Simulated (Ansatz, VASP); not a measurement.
# Cd in VASP and in Ansatz

```
Cd
1.0
     0.00000    2.09683    2.09683
     2.09683    0.00000    2.09683
     2.09683    2.09683    0.00000
Cd
1
Direct
  0.00000 0.00000 0.00000
```

Change from the starting cell: volume scaled by 0.88, LAPW.

Alike in both runs: task single point; functional PBEsol; k mesh 17 × 17 × 17; occupations fermi-dirac, width 0.08 eV; no spin polarisation.

|  | VASP | Ansatz |
| --- | --- | --- |
| version | VASP 6.6.1 | Ansatz 0.2.0 |
| potentials or method | VASP PAW PBE potentials, release 64 (Cd), cutoff 520 eV | all-electron LAPW, scalar-relativistic |

```csv
,VASP,Ansatz,Ansatz less VASP
pressure (GPa),11.5,10.8,-0.68
```

VASP's potentials were made for PBE, not for PBEsol. Ansatz ran all-electron here, and VASP with PAW potentials.
